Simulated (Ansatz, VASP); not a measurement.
**KI in VASP and in Ansatz**

File INCAR:

```
SYSTEM = KI
  PREC = Accurate
  ENCUT = 520
  EDIFF = 1E-6
  ISMEAR = 0
  SIGMA = 0.05
  LREAL = .FALSE.
  LASPH = .TRUE.
  NELM = 100
  ALGO = Normal
  ISIF = 2
  LWAVE = .FALSE.
  LCHARG = .TRUE.
  GGA = PE
  LELF = .TRUE.
  LVHAR = .TRUE.
  NBANDS = 15
```

File KPOINTS:

```
Automatic mesh
0
G
  6 6 6
  0 0 0
```

The input POSCAR:

```
KI
1.0
    0.0000000000      3.4364362500      3.6126637500
    3.4364362500      0.0000000000      3.6126637500
    3.4364362500      3.4364362500      0.0000000000
K I
1 1
Direct
    0.0000000000      0.0000000000      0.0000000000
    0.5000000000      0.5000000000      0.5000000000
```

Input for Ansatz:

```yaml
crystal:
  lattice:
    - [0.0, 3.43643625, 3.61266375]
    - [3.43643625, 0.0, 3.61266375]
    - [3.43643625, 3.43643625, 0.0]
  atoms:
    - { symbol: K, position: [0.0, 0.0, 0.0] }
    - { symbol: I, position: [0.5, 0.5, 0.5] }
basis:
  ecutwfc: 420
kpoints:
  mp_grid: { grid: [6, 6, 6] }
hamiltonian:
  xc: pbe
scf:
  occupations: { method: gaussian, width: 0.05 }
output:
  forces: true
  stress: true
  eigenvalues: true
```

Change from the starting cell: strain -0.025 along x and y, +0.025 along z, atoms carried along.

Alike in both runs: task single point; functional PBE; k mesh 6 × 6 × 6; occupations gaussian, width 0.05 eV; no spin polarisation.

|  | VASP | Ansatz |
| --- | --- | --- |
| version | VASP 6.6.1 | Ansatz 0.2.0 |
| potentials or method | VASP PAW PBE potentials, release 64 (K_sv, I), cutoff 520 eV | scalar-relativistic, plane waves, PAW |
| valence electrons in the cell | 16 | 26 |

Ansatz gave:

```
gap on the k mesh at the Fermi level (eV)                     : 4.03
least direct gap on the mesh (eV)                             : 4.03
pressure (GPa)                                                : 1.2
traceless stress, the component that is largest in VASP (GPa) : -0.96
```

Problem. What did VASP give for the same quantities?

Solution. gap on the k mesh at the Fermi level (eV): 4.03; least direct gap on the mesh (eV): 4.03; pressure (GPa): 1.2; traceless stress, the component that is largest in VASP (GPa): -0.97.

VASP's potentials hold 16 valence electrons a cell and Ansatz's 26, so a difference there can come from the potentials and not from the codes.

Neither program's run includes spin-orbit coupling.
